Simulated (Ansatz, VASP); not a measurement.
## Two plane-wave programs on Al2GaP2

```
CELL_PARAMETERS angstrom
3.38363 0.00000 0.00000
0.00000 3.38363 0.00000
0.00000 0.00000 8.73424
ATOMIC_POSITIONS crystal
Al 0.00000 0.00000 0.40047
Al 0.50000 0.50000 0.06230
Ga 0.50000 0.50000 0.53161
P 0.00000 0.00000 0.13332
P 0.50000 0.50000 0.79212
```

Alike in both runs: functional PBE; k mesh 6 × 6 × 2; occupations gaussian, width 0.1 eV; no spin polarisation.

Ansatz relaxed the structure, and its values are those at the end. VASP's run is a single point on that final structure, the one shown.

|  | VASP | Ansatz |
| --- | --- | --- |
| version | VASP 6.6.1 | Ansatz 0.2.0 |
| potentials or method | VASP PAW PBE potentials, release 64 (Al, Ga_d, P), cutoff 520 eV | scalar-relativistic, plane waves, PAW |
| valence electrons in the cell | 29 | 29 |

|  | VASP | Ansatz | Ansatz less VASP |
| --- | --- | --- | --- |
| gap on the k mesh at the Fermi level (eV) | none | none | - |
| pressure (GPa) | 0.0 | 0.0 | +0.03 |
| rms of the force components (eV/Å) | 0.002 | 0.004 | +0.0019 |

A gap of «none» marks a metal or a gap that the smearing closes. The functional is the same, so the differences come from potentials, cutoffs and numerics.
